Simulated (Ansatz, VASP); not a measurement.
# One calculation of Rh, two programs

```
Rh
1.0
     2.63771    0.00000    0.00000
    -1.31885    2.28432    0.00000
     0.00000    0.00000    2.54270
Rh
1
Direct
  0.00000 0.00000 0.00000
```

Alike in both runs: functional PBE; k mesh 24 × 24 × 22; occupations gaussian, width 0.1 eV; no spin polarisation.

Ansatz relaxed the structure, and its values are those at the end. VASP's run is a single point on that final structure, the one shown.

|  | VASP | Ansatz |
| --- | --- | --- |
| version | VASP 6.6.1 | Ansatz 0.2.0 |
| potentials or method | VASP PAW PBE potentials, release 64 (Rh_pv), cutoff 520 eV | scalar-relativistic, plane waves, PAW |
| valence electrons in the cell | 15 | 17 |

```tsv
	VASP	Ansatz	Ansatz less VASP
gap on the k mesh at the Fermi level (eV)	none	none	-
pressure (GPa)	0.0	0.0	-0.04
```

A gap of «none» marks a metal or a gap that the smearing closes. VASP's potentials hold 15 valence electrons a cell and Ansatz's 17, so a difference there can come from the potentials and not from the codes.
